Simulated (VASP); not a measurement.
Here is a VASP 6.6.1 calculation.

The input INCAR:

```
  PREC = Accurate
  ENCUT = 600
  EDIFF = 1E-6
  ISMEAR = 0
  SIGMA = 0.1
  LREAL = False
  LASPH = True
  NELM = 60
  ALGO = Normal
  ISIF = 3
  LWAVE = False
  LCHARG = False
  GGA = PE
  IBRION = 2
  NSW = 90
  EDIFFG = -0.04
```

Contents of KPOINTS:

```
Automatic mesh
0
Gamma
  6 6 6
```

POSCAR

```
NaB2
1.0
    0.0000000000      3.0230578077      3.0230578077
    3.0230578077      0.0000000000      3.0230578077
    3.0230578077      3.0230578077      0.0000000000
Na B
2 4
Direct
    0.0000000000      0.0000000000      0.0000000000
    0.2500000000      0.2500000000      0.2500000000
    0.6250000000      0.6250000000      0.6250000000
    0.1250000000      0.6250000000      0.6250000000
    0.6250000000      0.1250000000      0.6250000000
    0.6250000000      0.6250000000      0.1250000000
```

Potentials or basis: VASP PAW PBE potentials, release 64 (Na_pv, B).

Launch:

```console
$ cat potpaw_PBE.64/Na_pv/POTCAR potpaw_PBE.64/B/POTCAR > POTCAR
$ mpirun -np 1 vasp_std > vasp.out
```

Predict the relaxed volume.

9.38 Å³/atom.

Predict the band gap on the k mesh.

zero (bands 13 and 14 overlap by 4.40 eV).

Estimate the space group after relaxing (to 0.1 Å).

Fd-3m (No. 227).

Step by step:
| step | energy change (eV) | largest force (eV/Å) | pressure (GPa) | volume (Å³) |
| --- | --- | --- | --- | --- |
| 1 | 0.0000 | 0.0000 | 2.15 | 55.25 |
| 2 | -0.0069 | 0.0000 | 0.10 | 56.25 |
